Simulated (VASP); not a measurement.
# Mg15GaO16 (a cell with a defect) in VASP: single point with PBEsol

Aim: the single point of Mg15GaO16 (a cell with a defect) with PBEsol.

All numbers are computed with VASP 6.6.1; they aren't measurements. Logs are shortened: lines on timing, memory, paths and dates and some standing lists are left out, and cuts for length are marked.

**1. The cell of the first run**

The cell holds a defect, 64 atoms: a = 8.429 Å, b = 8.429 Å, c = 8.429 Å, α = 90.00°, β = 90.00°, γ = 90.00°.

**2. Single point, PBEsol**

Input file INCAR:

```
SYSTEM = Mg15GaO16
PREC = Accurate ; ENCUT = 520
EDIFF = 1E-6 ; ISMEAR = -1
SIGMA = 0.05 ; LREAL = Auto
LASPH = .TRUE. ; NELM = 60
ALGO = Normal ; ISIF = 2
LWAVE = .FALSE. ; LCHARG = .FALSE.
GGA = PS ; ISYM = 0
NBANDS = 177
```

Input file KPOINTS:

```
Automatic mesh
0
Gamma
  1 1 1
  0.25 0.25 0.25
```

Input file POSCAR:

```
Mg15GaO16
1.0
    8.4288080000      0.0000000000      0.0000000000
    0.0000000000      8.4288080000      0.0000000000
    0.0000000000      0.0000000000      8.4288080000
O Mg Ga
32 30 2
Direct
    0.2503810000      0.0005030000      0.9998160000
    0.2508770000      0.0030040000      0.4999310000
    0.2489150000      0.5008850000      0.9998870000
    0.2257270000      0.5245920000      0.4999210000
    0.7505940000      0.9990990000      0.9999050000
    0.7551060000      0.9945370000      0.4999060000
    0.7491150000      0.4993820000      0.9999180000
    0.7463970000      0.4989200000      0.4998710000
    0.0006970000      0.2501770000      0.9998680000
    0.0030780000      0.2507900000      0.4999110000
    0.9992870000      0.7504710000      0.9998570000
    0.9946930000      0.7549750000      0.4998870000
    0.5010410000      0.2488160000      0.9998560000
    0.5246750000      0.2255620000      0.4999140000
    0.4995410000      0.7488850000      0.9999170000
    0.4990360000      0.7461990000      0.4999210000
    0.0010610000      0.0008750000      0.2494500000
    0.0010460000      0.0008710000      0.7503330000
    0.9971360000      0.5003120000      0.2487810000
    0.9971240000      0.5002110000      0.7510190000
    0.5004070000      0.9969930000      0.2487850000
    0.5003630000      0.9970370000      0.7510110000
    0.4998020000      0.4996280000      0.2463990000
    0.4998230000      0.4995830000      0.7534440000
    0.2500630000      0.2498600000      0.2455850000
    0.2500230000      0.2499180000      0.7539340000
    0.2495810000      0.7525690000      0.2487390000
    0.2494820000      0.7526140000      0.7510370000
    0.7527450000      0.2494010000      0.2487250000
    0.7527810000      0.2492670000      0.7510600000
    0.7487980000      0.7487310000      0.2493710000
    0.7487270000      0.7486630000      0.7503620000
    0.0003260000      0.0002780000      0.9999410000
    0.0001780000      0.9999620000      0.5000010000
    0.9992070000      0.5004230000      0.9999540000
    0.9932500000      0.5044650000      0.4999050000
    0.5005930000      0.9990140000      0.9999400000
    0.5047600000      0.9931190000      0.4999670000
    0.4986470000      0.4986340000      0.9998040000
    0.2510250000      0.2509510000      0.9998590000
    0.2492390000      0.7506180000      0.9998900000
    0.2451580000      0.7566600000      0.4999030000
    0.7507230000      0.2492310000      0.9999560000
    0.7567780000      0.2450020000      0.4998500000
    0.7494810000      0.7493110000      0.9999720000
    0.7498450000      0.7496140000      0.4998760000
    0.2505300000      0.0001450000      0.2480220000
    0.2504100000      0.0001400000      0.7518660000
    0.2464100000      0.5032030000      0.2517230000
    0.2464820000      0.5032350000      0.7480530000
    0.7510360000      0.9986640000      0.2498110000
    0.7510640000      0.9987010000      0.7499980000
    0.7495860000      0.4991500000      0.2480430000
    0.7496700000      0.4993280000      0.7518230000
    0.0003430000      0.2502580000      0.2480070000
    0.0002000000      0.2503240000      0.7518090000
    0.9988190000      0.7509810000      0.2498240000
    0.9988920000      0.7509500000      0.7500850000
    0.5031800000      0.2463410000      0.2516580000
    0.5034860000      0.2463150000      0.7482200000
    0.4993960000      0.7494450000      0.2479680000
    0.4994680000      0.7496100000      0.7518040000
    0.4906550000      0.4906000000      0.4998650000
    0.2592910000      0.2590380000      0.5001210000
```

Potentials or basis: VASP PAW PBE potentials, release 64 (O, Mg, Ga_d).

The run is started by

```bash
cat potpaw_PBE.64/O/POTCAR potpaw_PBE.64/Mg/POTCAR potpaw_PBE.64/Ga_d/POTCAR > POTCAR
mpirun -np 1 vasp_std > vasp.out
```

OUTCAR:

```text
SYSTEM = Mg15GaO16
   PREC = Accurate
   ENCUT = 520
   EDIFF = 1E-6
   ISMEAR = -1
   LREAL = Auto
   LASPH = .TRUE.
   NELM = 60
   ISIF = 2
   GGA = PS
   ISYM = 0

 ion  position               nearest neighbor table
   1  0.250  0.001  1.000-  48 2.09  47 2.09  41 2.11  33 2.11  37 2.11  40 2.11
   2  0.251  0.003  0.500-  42 2.08  34 2.11  47 2.12  48 2.12  38 2.14  64 2.16
   3  0.249  0.501  1.000-  35 2.10  41 2.10  39 2.11  40 2.11  50 2.12  49 2.12
   4  0.226  0.525  0.500-  42 1.96  36 1.97  50 2.11  49 2.11  63 2.25  64 2.26
   5  0.751  0.999  1.000-  33 2.10  45 2.11  51 2.11  52 2.11  37 2.11  43 2.11
   6  0.755  0.995  0.500-  46 2.06  34 2.07  52 2.11  51 2.11  38 2.11  44 2.11
[... 76 lines left out ...]
  58  0.999  0.751  0.750-  11 2.11  18 2.11  32 2.11  12 2.11  28 2.11  20 2.11  50 2.95  52 2.95
                            42 2.96  36 2.96  34 2.97  33 2.98  46 2.98  45 2.98  41 2.98  35 2.98
  59  0.503  0.246  0.252-  21 2.10  29 2.10  14 2.11  13 2.12  25 2.13  23 2.14  64 2.94  63 2.94
                            51 2.95  47 2.97  37 2.97  43 2.98  53 2.98  38 2.99  44 2.99  40 3.00
  60  0.503  0.246  0.748-  22 2.10  30 2.10  14 2.11  13 2.12  24 2.14  26 2.14  64 2.94  63 2.94
                            52 2.95  43 2.97  37 2.97  54 2.98  48 2.98  38 2.99  44 2.99  39 3.00
  61  0.499  0.749  0.248-  21 2.09  15 2.09  31 2.10  23 2.11  27 2.11  16 2.12  38 2.96  37 2.97
                            45 2.97  41 2.97  39 2.97  49 2.98  47 2.98  53 2.98  51 2.99  46 2.99
  62  0.499  0.750  0.752-  22 2.09  15 2.09  32 2.10  28 2.11  24 2.11  16 2.12  38 2.95  37 2.97
                            45 2.97  41 2.97  39 2.97  50 2.98  48 2.98  54 2.98  52 2.98  46 2.99
  63  0.491  0.491  0.500-  23 2.14  24 2.14  16 2.16   8 2.16   4 2.25  14 2.25  64 2.76  50 2.94
                            49 2.94  59 2.94  60 2.94  61 3.05  53 3.05  62 3.05  54 3.05  42 3.05
  64  0.259  0.259  0.500-  26 2.14  25 2.15   2 2.16  10 2.16  14 2.25   4 2.26  63 2.76  50 2.94
                            60 2.94  59 2.94  49 2.94  48 3.04  56 3.05  47 3.05  55 3.05  38 3.05

IMPORTANT INFORMATION: All symmetrisations will be switched off!
NOSYMM: (Re-)initialisation of all symmetry stuff for point group C_1.

----------------------------------------------------------------------------------------

                                     Primitive cell

  volume of cell :     598.8230

  direct lattice vectors                    reciprocal lattice vectors
     8.428808000  0.000000000  0.000000000     0.118640738  0.000000000  0.000000000
     0.000000000  8.428808000  0.000000000     0.000000000  0.118640738  0.000000000
     0.000000000  0.000000000  8.428808000     0.000000000  0.000000000  0.118640738

  length of vectors
     8.428808000  8.428808000  8.428808000     0.118640738  0.118640738  0.118640738

  position of ions in fractional coordinates (direct lattice)
     0.250381000  0.000503000  0.999816000
     0.250877000  0.003004000  0.499931000
     0.248915000  0.500885000  0.999887000
     0.225727000  0.524592000  0.499921000
     0.750594000  0.999099000  0.999905000
     0.755106000  0.994537000  0.499906000
[... 56 lines left out ...]
     0.490655000  0.490600000  0.499865000
     0.259291000  0.259038000  0.500121000

  ion indices of the primitive-cell ions
   primitive index   ion index
                 1           1
                 2           2
                 3           3
                 4           4
                 5           5
                 6           6
[... 56 lines left out ...]
                63          63
                64          64

----------------------------------------------------------------------------------------

 KPOINTS: Automatic mesh

Automatic generation of k-mesh.
 Grid dimensions read from file:
 generate k-points for:    1    1    1

 Generating k-lattice:

  Cartesian coordinates                     Fractional coordinates (reciprocal lattice)
     0.118640738  0.000000000  0.000000000     1.000000000  0.000000000  0.000000000
     0.000000000  0.118640738  0.000000000     0.000000000  1.000000000  0.000000000
     0.000000000  0.000000000  0.118640738     0.000000000  0.000000000  1.000000000

  Length of vectors
     0.118640738  0.118640738  0.118640738

  Shift w.r.t. Gamma in fractional coordinates (k-lattice)
     0.250000000  0.250000000  0.250000000

 Subroutine IBZKPT returns following result:
 ===========================================

 Found      4 irreducible k-points:

 Following reciprocal coordinates:
            Coordinates               Weight
  0.250000  0.250000  0.250000      2.000000
 -0.250000  0.250000  0.250000      2.000000
 -0.250000 -0.250000  0.250000      2.000000
  0.250000 -0.250000  0.250000      2.000000
   k-points           NKPTS =      4   k-points in BZ     NKDIM =      4   number of bands    NBANDS=    177
   number of dos      NEDOS =    301   number of ions     NIONS =     64
   total plane-waves  NPLWV = 262144
   dimension x,y,z NGX =    64 NGY =   64 NGZ =   64
   dimension x,y,z NGXF=   128 NGYF=  128 NGZF=  128
   ions per type =              32  30   2
   NGX,Y,Z   is equivalent  to a cutoff of  12.62, 12.62, 12.62 a.u.
   NGXF,Y,Z  is equivalent  to a cutoff of  25.25, 25.25, 25.25 a.u.
 SYSTEM =  Mg15GaO16
   PREC   = accura    normal or accurate (medium, high low for compatibility)
   ISTART =      0    job   : 0-new  1-cont  2-samecut
   ICHARG =      2    charge: 1-file 2-atom 10-const
   ISPIN  =      1    spin polarized calculation?
   LNONCOLLINEAR =      F non collinear calculations
   LSORBIT =      F    spin-orbit coupling
   LASPH  =      T    aspherical Exc in radial PAW
   ENCUT  =  520.0 eV  38.22 Ry    6.18 a.u.  15.67 15.67 15.67*2*pi/ulx,y,z
   NELM   =     60;   NELMIN=  2; NELMDL= -5     # of ELM steps
   EDIFF  = 0.1E-05   stopping-criterion for ELM
   LREAL  =      T    real-space projection
   EDIFFG = 0.1E-04   stopping-criterion for IOM
   NSW    =      0    number of steps for IOM
   IBRION =     -1    ionic relax: 0-MD 1-quasi-New 2-CG
   NFREE  =      0    steps in history (QN), initial steepest desc. (CG)
   ISIF   =      2    stress and relaxation
   ISYM   =      0    0-nonsym 1-usesym 2-fastsym
   POTIM  = 0.5000    time-step for ionic-motion
   TEBEG  =    0.0;   TEEND  =   0.0 temperature during run
   PSTRESS=    0.0 pullay stress
   NELECT =     278.0000    total number of electrons
   NUPDOWN=      -1.0000    fix difference up-down
   EMIN   =  10.00;   EMAX   =-10.00  energy-range for DOS
   EFERMI =   0.00;   METHOD = LEGACY
   ISMEAR =    -1;   SIGMA  =   0.05  broadening in eV -4-tet -1-fermi 0-gaus
   EFERMI_NEDOS =   21; number of points for ismear=-14 and -15
   IALGO  =     38    algorithm
   IMIX   =      4    mixing-type and parameters
     AMIX     =   0.40;   BMIX     =  1.00
     AMIX_MAG =   1.60;   BMIX_MAG =  1.00
  volume/ion in A,a.u.               =       9.36        63.14
  Fermi-wavevector in a.u.,A,eV,Ry     =   1.267623  2.395461 21.862783  1.606869
  Thomas-Fermi vector in A             =   2.400762
   LORBIT       =      0    0 simple, 1 ext, 2 COOP (PROOUT), +10 PAW based schemes
   GGA     = PS    functional components
   LHFCALC =     F    Hartree Fock is set to
   AEXX    =    0.0000 exact exchange contribution
   IVDW    =     0    specifies the selected vdW correction
   LEPSILON=     F    determine dielectric tensor
   LRPA    =     F    only Hartree local field effects (RPA)
 non-spin polarized calculation
  energy-cutoff  :      520.00
  volume of cell :      598.82
 maximum number of plane-waves:     16125
 NGX is ok and might be reduce to    64
   NGX = 31   NGY = 31   NGZ = 31

 number of electron     277.9999939 magnetization

 Free energy of the ion-electron system (eV)
  ---------------------------------------------------
  ext. energy  EPLUGINS =         0.00000000
  ---------------------------------------------------
  free energy    TOTEN  =      -394.76914783 eV

  energy without entropy =     -394.76883024  energy(sigma->0) =     -394.76898904

 E-fermi :   7.3146     XC(G=0): -11.4309

 val. band max:        6.8889013820   @ k =  -0.2500   0.2500   0.2500
 cond. band min:       7.7255195599   @ k =  -0.2500  -0.2500   0.2500
 fundamental gap:      0.8366181779
 Fermi energy:         7.3146466971

 k-point     1 :       0.2500    0.2500    0.2500
  band No.  band energies     occupation
      1     -13.9336      2.00000
      2     -13.5904      2.00000
      3     -13.5197      2.00000
      4     -13.4797      2.00000
      5     -13.2599      2.00000
      6     -13.2025      2.00000
[... 143 lines left out ...]
    150      11.4435      0.00000
    151      11.6251      0.00000

 k-point     2 :      -0.2500    0.2500    0.2500
  band No.  band energies     occupation
      1     -13.9318      2.00000
      2     -13.6081      2.00000
      3     -13.5182      2.00000
      4     -13.4628      2.00000
      5     -13.2316      2.00000
      6     -13.2124      2.00000
[... 143 lines left out ...]
    150      11.3943      0.00000
    151      11.4563      0.00000

 k-point     3 :      -0.2500   -0.2500    0.2500
  band No.  band energies     occupation
      1     -13.9336      2.00000
      2     -13.5901      2.00000
      3     -13.5197      2.00000
      4     -13.4797      2.00000
      5     -13.2614      2.00000
      6     -13.2020      2.00000
[... 143 lines left out ...]
    150      11.4434      0.00000
    151      11.6262      0.00000

 k-point     4 :       0.2500   -0.2500    0.2500
  band No.  band energies     occupation
      1     -13.9318      2.00000
      2     -13.6081      2.00000
      3     -13.5183      2.00000
      4     -13.4628      2.00000
      5     -13.2316      2.00000
      6     -13.2124      2.00000
[... 143 lines left out ...]
    150      11.3943      0.00000
    151      11.4561      0.00000
 [bands above 151 left out]

------------------------ aborting loop because EDIFF is reached ----------------------------------------

  FORCE on cell =-STRESS in cart. coord.  units (eV):
  Direction    XX          YY          ZZ          XY          YZ          ZX
  --------------------------------------------------------------------------------------
  -------------------------------------------------------------------------------------
  Total        9.4890108      9.5002519      6.6309284     -5.2869169      0.0023040      0.0033752
  in kB       25.3882659     25.4183420     17.7413408    -14.1453787      0.0061644      0.0090304
  external PRESSURE =      22.8493162 kB  Pullay stress =       0.0000000 kB

 VOLUME and BASIS-vectors are now :
 -----------------------------------------------------------------------------
  energy-cutoff  :      520.00
  volume of cell :      598.82
      direct lattice vectors                 reciprocal lattice vectors
     8.428808000  0.000000000  0.000000000     0.118640738  0.000000000  0.000000000
     0.000000000  8.428808000  0.000000000     0.000000000  0.118640738  0.000000000
     0.000000000  0.000000000  8.428808000     0.000000000  0.000000000  0.118640738

 POSITION                                       TOTAL-FORCE (eV/Angst)
 -----------------------------------------------------------------------------------
      2.11041      0.00424      8.42726         0.000817      0.002507      0.004959
      2.11459      0.02532      4.21382        -0.021269     -0.058844      0.000609
      2.09806      4.22186      8.42786        -0.004162      0.006166     -0.002287
      1.90261      4.42169      4.21374         0.016296      0.002268      0.000184
      6.32661      8.42121      8.42801        -0.000207     -0.004280     -0.001029
      6.36464      8.38276      4.21361         0.002597     -0.004520     -0.000406
[... 56 lines left out ...]
      4.13564      4.13517      4.21327        -0.023590     -0.026549      0.003822
      2.18551      2.18338      4.21542         0.016430      0.015859     -0.010265
 -----------------------------------------------------------------------------------
    total drift:                                0.006318      0.003844     -0.003789

  FREE ENERGIE OF THE ION-ELECTRON SYSTEM (eV)
  ---------------------------------------------------
  free  energy   TOTEN  =      -394.7691478264 eV

  energy  without entropy=     -394.7688302446  energy(sigma->0) =     -394.76898904
```

Run time: 19 min. Hardware: 1 thread of AMD EPYC 7R13 (Zen 3), shared host; peak memory 0.69 GiB.

What came out:

| Item | Value |
| --- | --- |
| Free energy | -394.7691 eV |
| Pressure | 2.3 GPa |
| Largest force | 0.063 eV/Å |
| Band gap on the k mesh | 0.84 eV |

Forces on the atoms (eV/Å):
```
O    0.001  0.003  0.005
O   -0.021 -0.059  0.001
O   -0.004  0.006 -0.002
O    0.016  0.002  0.000
O    0.000 -0.004 -0.001
O    0.003 -0.005  0.000
O   -0.009  0.000 -0.002
O    0.048  0.025  0.002
O    0.001  0.004  0.001
O   -0.056 -0.029 -0.001
O   -0.008  0.000  0.003
O   -0.002  0.000  0.003
O    0.003 -0.005  0.001
O    0.003  0.018  0.001
O   -0.001 -0.001 -0.005
O    0.030  0.050 -0.001
O    0.002  0.004  0.007
O    0.002  0.005 -0.002
O    0.004 -0.007 -0.003
O    0.005  0.002  0.005
O   -0.002  0.004 -0.003
O    0.001  0.002  0.007
O   -0.004  0.000 -0.020
O   -0.003  0.005  0.014
O   -0.003  0.000 -0.018
O    0.000 -0.003  0.034
O   -0.005  0.001 -0.008
O    0.006 -0.004  0.011
O   -0.005 -0.004 -0.006
O   -0.007  0.010  0.009
O   -0.003 -0.011  0.012
O    0.005 -0.002 -0.004
Mg   0.006  0.000 -0.003
Mg  -0.016 -0.007 -0.008
Mg  -0.011 -0.003 -0.003
Mg   0.004  0.000  0.000
Mg  -0.005 -0.008 -0.002
Mg  -0.011  0.000 -0.005
Mg   0.011  0.003  0.009
Mg   0.000 -0.006 -0.001
Mg   0.007  0.007  0.001
Mg   0.006  0.006  0.000
Mg   0.010 -0.003 -0.002
Mg   0.004  0.007  0.002
Mg   0.000  0.000 -0.005
Mg   0.006  0.011  0.001
Mg  -0.004 -0.003 -0.006
Mg   0.005 -0.004  0.000
Mg  -0.011  0.010 -0.018
Mg  -0.015  0.013  0.021
Mg  -0.001  0.007  0.002
Mg   0.000  0.001  0.000
Mg   0.010  0.008 -0.005
Mg   0.003 -0.007  0.000
Mg  -0.004  0.003 -0.002
Mg   0.000  0.000  0.002
Mg   0.004 -0.006  0.001
Mg  -0.004 -0.005 -0.009
Mg   0.021 -0.014 -0.015
Mg   0.007 -0.013  0.010
Mg  -0.001  0.009  0.001
Mg  -0.008 -0.004  0.003
Ga  -0.024 -0.027  0.004
Ga   0.016  0.016 -0.010
```

Stress tensor (GPa, compression positive):
```
 2.54 -1.41  0.00
-1.41  2.54  0.00
 0.00  0.00  1.77
```

Caveat: the k points lie up to 0.75 Å⁻¹ apart; the PAW data sets were made with another functional, which shifts forces and pressure a little.
